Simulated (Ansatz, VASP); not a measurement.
# One calculation of ZnO, two programs

```xyz
8
Lattice="3.2718 0.0000 0.0000 -1.6359 2.8335 0.0000 0.0000 0.0000 10.6300" Properties=species:S:1:pos:R:3 pbc="T T T"
Zn    1.6359    0.9445    8.9728
Zn    0.0000    1.8890    3.6578
Zn    0.0000    0.0000    6.3175
Zn    0.0000    0.0000    1.0025
O     1.6359    0.9445    6.9724
O     0.0000    1.8890    1.6574
O     0.0000    0.0000    4.3123
O     0.0000    0.0000    9.6273
```

Alike in both runs: task single point; functional PBE; k mesh 6 × 6 × 2; occupations gaussian, width 0.1 eV; no spin polarisation.

|  | VASP | Ansatz |
| --- | --- | --- |
| version | VASP 6.6.1 | Ansatz 0.2.0 |
| potentials or method | VASP PAW PBE potentials, release 64 (Zn, O), cutoff 520 eV | scalar-relativistic, plane waves, PAW |
| valence electrons in the cell | 72 | 72 |

```tsv
	VASP	Ansatz	Ansatz less VASP
gap on the k mesh at the Fermi level (eV)	0.67	0.69	+0.016
least direct gap on the mesh (eV)	0.67	0.69	+0.016
pressure (GPa)	0.9	0.0	-0.85
```
